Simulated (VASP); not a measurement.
# Li (C2/m) in VASP: single point with PBE

Aim: the single point of Li with PBE.

All numbers are computed with VASP 6.6.1; they aren't measurements. Logs are shortened: lines on timing, memory, paths and dates and some standing lists are left out, and cuts for length are marked.

## Step 1: The cell of the first run

The typed cell holds 2 atoms: a = 3.047 Å, b = 3.047 Å, c = 5.292 Å, α = 106.11°, β = 106.11°, γ = 60.23°.

## Step 2: Single point, PBE

Contents of INCAR:

```
SYSTEM = Li
ALGO = Fast
EDIFF = 1E-7
ENCUT = 520
GGA = PE
ISIF = 2
ISMEAR = 0
LASPH = .TRUE.
LCHARG = .TRUE.
LELF = .TRUE.
LREAL = .FALSE.
LVHAR = .TRUE.
LWAVE = .FALSE.
NBANDS = 10
NELM = 100
PREC = Accurate
SIGMA = 0.1
```

Contents of KPOINTS:

```
k-points
0
G
  20 20 12
  0 0 0
```

Contents of POSCAR:

```
Li
1.0
    2.6277678024     -1.5288401775     -0.2087267885
    2.6277678024      1.5288401775     -0.2087267885
   -1.2957261528      0.0000000000      5.1308546565
Li
2
Direct
    0.2500657694      0.2500657694      0.7499994075
    0.7499342306      0.7499342306      0.2500005925
```

Potentials or basis: VASP PAW PBE potentials, release 64 (Li_sv).

Command:

```bash
$ cat potpaw_PBE.64/Li_sv/POTCAR > POTCAR
$ mpirun -np 1 vasp_std > vasp.out
```

OUTCAR:

```text
SYSTEM = Li
   EDIFF = 1E-7
   ENCUT = 520
   GGA = PE
   ISIF = 2
   ISMEAR = 0
   LASPH = .TRUE.
   LREAL = .FALSE.
   NELM = 100
   PREC = Accurate

 ion  position               nearest neighbor table
   1  0.250  0.250  0.750-
   2  0.750  0.750  0.250-

  LATTYP: Found a base centered monoclinic cell.
 ALAT       =     5.2720889581
 B/A-ratio  =     0.5799751065
 C/A-ratio  =     1.0037643553
 COS(beta)  =    -0.3208520545

  Lattice vectors:

 A1 = (   2.6277678024,  -1.5288401775,  -0.2087267885)
 A2 = (   2.6277678024,   1.5288401775,  -0.2087267885)
 A3 = (  -1.2957261528,   0.0000000000,   5.1308546565)

Analysis of symmetry for initial positions (statically):
=====================================================================
 Subroutine PRICEL returns:
 Original cell was already a primitive cell.

 Routine SETGRP: Setting up the symmetry group for a
 base centered monoclinic supercell.

 Subroutine GETGRP returns: Found  4 space group operations
 (whereof  4 operations were pure point group operations)
 out of a pool of  4 trial point group operations.

The static configuration has the point symmetry C_2h.

Analysis of symmetry for dynamics (positions and initial velocities):
=====================================================================
 Subroutine PRICEL returns:
 Original cell was already a primitive cell.

 Routine SETGRP: Setting up the symmetry group for a
 base centered monoclinic supercell.

 Subroutine GETGRP returns: Found  4 space group operations
 (whereof  4 operations were pure point group operations)
 out of a pool of  4 trial point group operations.

The dynamic configuration has the point symmetry C_2h.

 Subroutine INISYM returns: Found  4 space group operations
 (whereof  4 operations are pure point group operations),
 and found     1 'primitive' translations

----------------------------------------------------------------------------------------

                                     Primitive cell

  volume of cell :      40.3988

  direct lattice vectors                    reciprocal lattice vectors
     2.627767802 -1.528840178 -0.208726789     0.194170478 -0.327045304  0.049035060
     2.627767802  1.528840178 -0.208726789     0.194170478  0.327045304  0.049035060
    -1.295726153  0.000000000  5.130854657     0.015797984  0.000000000  0.198888865

  length of vectors
     3.047307465  3.047307465  5.291934974     0.383490863  0.383490863  0.199515305

  position of ions in fractional coordinates (direct lattice)
     0.250065769  0.250065769  0.749999407
     0.749934231  0.749934231  0.250000593

  ion indices of the primitive-cell ions
   primitive index   ion index
                 1           1
                 2           2

----------------------------------------------------------------------------------------

 KPOINTS: k-points

Automatic generation of k-mesh.
 Grid dimensions read from file:
 generate k-points for:   20   20   12

 Generating k-lattice:

  Cartesian coordinates                     Fractional coordinates (reciprocal lattice)
     0.009708524 -0.016352265  0.002451753     0.050000000 -0.000000000  0.000000000
     0.009708524  0.016352265  0.002451753    -0.000000000  0.050000000  0.000000000
     0.001316499  0.000000000  0.016574072     0.000000000  0.000000000  0.083333333

  Length of vectors
     0.019174543  0.019174543  0.016626275

  Shift w.r.t. Gamma in fractional coordinates (k-lattice)
     0.000000000  0.000000000  0.000000000

 Subroutine IBZKPT returns following result:
 ===========================================

 Found   1272 irreducible k-points:

 Following reciprocal coordinates:
            Coordinates               Weight
  0.000000  0.000000  0.000000      1.000000
  0.050000 -0.000000 -0.000000      4.000000
  0.100000  0.000000 -0.000000      4.000000
  0.150000 -0.000000  0.000000      4.000000
  0.200000  0.000000 -0.000000      4.000000
  0.250000  0.000000 -0.000000      4.000000
[... 16 lines left out ...]
 -0.400000  0.050000 -0.000000      4.000000
 -0.350000  0.050000 -0.000000      4.000000
 [... further k-points ...]
   k-points           NKPTS =   1272   k-points in BZ     NKDIM =   1272   number of bands    NBANDS=     10
   number of dos      NEDOS =    301   number of ions     NIONS =      2
   total plane-waves  NPLWV =  23040
   dimension x,y,z NGX =    24 NGY =   24 NGZ =   40
   dimension x,y,z NGXF=    48 NGYF=   48 NGZF=   80
   ions per type =               2
   NGX,Y,Z   is equivalent  to a cutoff of  13.09, 13.09, 12.57 a.u.
   NGXF,Y,Z  is equivalent  to a cutoff of  26.19, 26.19, 25.13 a.u.
 SYSTEM =  Li
   PREC   = accura    normal or accurate (medium, high low for compatibility)
   ISTART =      0    job   : 0-new  1-cont  2-samecut
   ICHARG =      2    charge: 1-file 2-atom 10-const
   ISPIN  =      1    spin polarized calculation?
   LNONCOLLINEAR =      F non collinear calculations
   LSORBIT =      F    spin-orbit coupling
   LASPH  =      T    aspherical Exc in radial PAW
   ENCUT  =  520.0 eV  38.22 Ry    6.18 a.u.   5.67  5.67  9.84*2*pi/ulx,y,z
   NELM   =    100;   NELMIN=  2; NELMDL= -5     # of ELM steps
   EDIFF  = 0.1E-06   stopping-criterion for ELM
   LREAL  =      F    real-space projection
   EDIFFG = 0.1E-05   stopping-criterion for IOM
   NSW    =      0    number of steps for IOM
   IBRION =     -1    ionic relax: 0-MD 1-quasi-New 2-CG
   NFREE  =      0    steps in history (QN), initial steepest desc. (CG)
   ISIF   =      2    stress and relaxation
   ISYM   =      2    0-nonsym 1-usesym 2-fastsym
   POTIM  = 0.5000    time-step for ionic-motion
   TEBEG  =    0.0;   TEEND  =   0.0 temperature during run
   PSTRESS=    0.0 pullay stress
   NELECT =       6.0000    total number of electrons
   NUPDOWN=      -1.0000    fix difference up-down
   EMIN   =  10.00;   EMAX   =-10.00  energy-range for DOS
   EFERMI =   0.00;   METHOD = LEGACY
   ISMEAR =     0;   SIGMA  =   0.10  broadening in eV -4-tet -1-fermi 0-gaus
   EFERMI_NEDOS =   21; number of points for ismear=-14 and -15
   IALGO  =     68    algorithm
   IMIX   =      4    mixing-type and parameters
     AMIX     =   0.40;   BMIX     =  1.00
     AMIX_MAG =   1.60;   BMIX_MAG =  1.00
  volume/ion in A,a.u.               =      20.20       136.31
  Fermi-wavevector in a.u.,A,eV,Ry     =   0.866967  1.638329 10.226562  0.751631
  Thomas-Fermi vector in A             =   1.985432
   LORBIT       =      0    0 simple, 1 ext, 2 COOP (PROOUT), +10 PAW based schemes
   GGA     = PE    functional components
   LHFCALC =     F    Hartree Fock is set to
   AEXX    =    0.0000 exact exchange contribution
   IVDW    =     0    specifies the selected vdW correction
   LEPSILON=     F    determine dielectric tensor
   LRPA    =     F    only Hartree local field effects (RPA)
 non-spin polarized calculation
 RMM-DIIS sequential band-by-band and
 Gauss-broadening in eV      SIGMA  =   0.10
  energy-cutoff  :      520.00
  volume of cell :       40.40
 maximum number of plane-waves:      1102
   NGX = 11   NGY = 11   NGZ = 19

 number of electron       6.0000003 magnetization

 Free energy of the ion-electron system (eV)
  ---------------------------------------------------
  ext. energy  EPLUGINS =         0.00000000
  ---------------------------------------------------
  free energy    TOTEN  =        -3.81544022 eV

  energy without entropy =       -3.81078607  energy(sigma->0) =       -3.81311314

 E-fermi :   0.6367     XC(G=0):  -7.0527

 val. band max:        0.6349401548   @ k =   0.5000   0.0000   0.5000
 cond. band min:       0.6378391073   @ k =   0.4000   0.1000   0.2500
 fundamental gap:      0.0028989525
 Fermi energy:         0.6367308350

 k-point     1 :       0.0000    0.0000    0.0000
  band No.  band energies     occupation
      1     -45.8873      2.00000
      2     -45.8696      2.00000
      3      -2.9302      2.00000
      4       0.5838      1.54626
      5       3.5235      0.00000
      6      13.2857      0.00000
      7      13.4392      0.00000
      8      14.9293      0.00000
      9      15.0352      0.00000
     10      15.0969      0.00000

 k-point     2 :       0.0500   -0.0000   -0.0000
  band No.  band energies     occupation
      1     -45.8869      2.00000
      2     -45.8694      2.00000
      3      -2.8891      2.00000
      4       0.6290      1.08653
      5       3.5491      0.00000
      6      12.9767      0.00000
      7      13.2259      0.00000
      8      14.6516      0.00000
      9      14.7901      0.00000
     10      14.9813      0.00000

 k-point     3 :       0.1000    0.0000   -0.0000
  band No.  band energies     occupation
      1     -45.8857      2.00000
      2     -45.8688      2.00000
      3      -2.7660      2.00000
      4       0.7641      0.07157
      5       3.6246      0.00000
      6      12.0465      0.00000
      7      12.7801      0.00000
      8      13.7190      0.00000
      9      14.2026      0.00000
     10      14.9633      0.00000

 k-point     4 :       0.1500   -0.0000    0.0000
  band No.  band energies     occupation
      1     -45.8839      2.00000
      2     -45.8680      2.00000
      3      -2.5605      2.00000
      4       0.9866      0.00000
      5       3.7435      0.00000
      6      10.8074      0.00000
      7      12.2677      0.00000
      8      12.5336      0.00000
      9      13.5166      0.00000
     10      14.9130      0.00000
[... 222 lines left out ...]
 k-point    22 :      -0.4500    0.0500   -0.0000
  band No.  band energies     occupation
      1     -45.8670      2.00000
      2     -45.8653      2.00000
      3       0.7471      0.11854
      4       1.6048      0.00000
      5       4.7861      0.00000
      6       5.3157      0.00000
      7       8.2322      0.00000
      8       9.5883      0.00000
      9      10.2459      0.00000
     10      10.6985      0.00000

 k-point    23 :      -0.4000    0.0500   -0.0000
  band No.  band energies     occupation
      1     -45.8690      2.00000
      2     -45.8646      2.00000
      3       0.0372      2.00000
      4       2.3510      0.00000
      5       4.0885      0.00000
      6       6.1796      0.00000
      7       7.5838      0.00000
      8      10.2359      0.00000
      9      10.4090      0.00000
     10      11.1322      0.00000

 k-point    24 :      -0.3500    0.0500   -0.0000
  band No.  band energies     occupation
      1     -45.8714      2.00000
      2     -45.8644      2.00000
      3      -0.6096      2.00000
      4       2.8098      0.00000
      5       3.6689      0.00000
      6       7.1375      0.00000
      7       7.2262      0.00000
      8      10.3337      0.00000
      9      10.9057      0.00000
     10      12.0846      0.00000

 [... further k-points ...]
[... 5 lines left out ...]
  --------------------------------------------------------------------------------------
  -------------------------------------------------------------------------------------
  Total       -0.0150826     -0.0148959     -0.0149998      0.0000000      0.0000000     -0.0022560
  in kB       -0.5981599     -0.5907572     -0.5948776      0.0000000      0.0000000     -0.0894723
  external PRESSURE =      -0.5945983 kB  Pullay stress =       0.0000000 kB

 VOLUME and BASIS-vectors are now :
 -----------------------------------------------------------------------------
  energy-cutoff  :      520.00
  volume of cell :       40.40
      direct lattice vectors                 reciprocal lattice vectors
     2.627767802 -1.528840178 -0.208726789     0.194170478 -0.327045304  0.049035060
     2.627767802  1.528840178 -0.208726789     0.194170478  0.327045304  0.049035060
    -1.295726153  0.000000000  5.130854657     0.015797984  0.000000000  0.198888865

 POSITION                                       TOTAL-FORCE (eV/Angst)
 -----------------------------------------------------------------------------------
      0.34244      0.00000      3.74375        -0.000118      0.000000      0.000022
      3.61737      0.00000      0.96965         0.000118      0.000000     -0.000022
 -----------------------------------------------------------------------------------
    total drift:                               -0.000000     -0.000000      0.000000

  FREE ENERGIE OF THE ION-ELECTRON SYSTEM (eV)
  ---------------------------------------------------
  free  energy   TOTEN  =        -3.8154402176 eV

  energy  without entropy=       -3.8107860691  energy(sigma->0) =       -3.81311314
```

Run time: 6.8 min. Hardware: 1 thread of Intel Xeon 6975P-C, shared host; peak memory 0.46 GiB.

What came out:

```yaml
Free_energy: -3.8154 eV
Band_gap_on_the_k_mesh: zero (band 3 reaches 2.28 eV, above the bottom of band 4 at -1.82 eV)
```

Caveat: the cutoff is under 1.25 times the usual one of these potentials, so pressure, stress and relaxed cells hold a basis-set (Pulay) error.
